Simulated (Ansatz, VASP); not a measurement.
**Ge: VASP beside Ansatz**

INCAR

```
  PREC = Accurate
  ENCUT = 600
  EDIFF = 1E-6
  ISMEAR = -1
  SIGMA = 0.05
  LREAL = F
  LASPH = T
  NELM = 100
  ALGO = Normal
  ISIF = 3
  LWAVE = F
  LCHARG = F
  GGA = B5
  ALDAX = 1.0
  AGGAX = 1.0
  AGGAC = 1.0
  ALDAC = 0.0
  IVDW = 12
  VDW_S6 = 1.0
  VDW_S8 = 2.6996
  VDW_A1 = 0.4298
  VDW_A2 = 4.2359
  IBRION = 2
  NSW = 60
  EDIFFG = -0.01
```

File KPOINTS:

```
Automatic mesh
0
Gamma
  8 8 4
```

File POSCAR:

```
Ge
1.0
    3.9975858431      0.0000000000      0.0000000000
   -1.9987929216      3.4620108940      0.0000000000
    0.0000000000      0.0000000000      6.5993779500
Ge
4
Direct
    0.3333333333      0.6666666667      0.9370987500
    0.6666666667      0.3333333333      0.4370987500
    0.3333333333      0.6666666667      0.5629012500
    0.6666666667      0.3333333333      0.0629012500
```

File input.yaml:

```yaml
crystal:
  lattice:
    - [3.9975858431, 0.0, 0.0]
    - [-1.9987929216, 3.462010894, 0.0]
    - [0.0, 0.0, 6.59937795]
  atoms:
    - { symbol: Ge, position: [0.3333333333, 0.6666666667, 0.93709875] }
    - { symbol: Ge, position: [0.6666666667, 0.3333333333, 0.43709875] }
    - { symbol: Ge, position: [0.3333333333, 0.6666666667, 0.56290125] }
    - { symbol: Ge, position: [0.6666666667, 0.3333333333, 0.06290125] }
hamiltonian:
  xc: blyp
  pseudopotentials: { kind: paw }
  dispersion: d3bj
kpoints:
  mp_grid: { grid: [8, 8, 4] }
scf:
  occupations: { method: fermi_dirac, width: 0.05 }
output:
  forces: true
  stress: true
  eigenvalues: true
relax:
  f_tol: 0.01
  max_steps: 40
  cell: { stress_tol: 0.05 }
```

Alike in both runs: task relaxation of cell and atoms; functional BLYP; dispersion D3(BJ); k mesh 8 × 8 × 4; occupations fermi-dirac, width 0.05 eV; no spin polarisation.

|  | VASP | Ansatz |
| --- | --- | --- |
| version | VASP 6.6.1 | Ansatz 0.2.0 |
| potentials or method | VASP PAW PBE potentials, release 64 (Ge_d) | Ansatz PAW |
| plane-wave cutoff (eV) | 600 | 420 |
| valence electrons in the cell | 56 | 56 |

|  | VASP | Ansatz | Ansatz less VASP |
| --- | --- | --- | --- |
| gap on the k mesh at the Fermi level, each at its own relaxed structure (eV) | 0.19 | 0.19 | +0.001 |
| relaxed volume (Å³/atom) | 23.53 | 23.44 | -0.085 |
| relaxed cell length with the largest relative difference (Å) | 6.669 | 6.661 | -0.0083 |

VASP's potentials were made for PBE, not for BLYP.

Noted on Ansatz's run: the plane-wave basis is chosen anew once the cell has moved, so the energies of steps on either side of that aren't comparable.
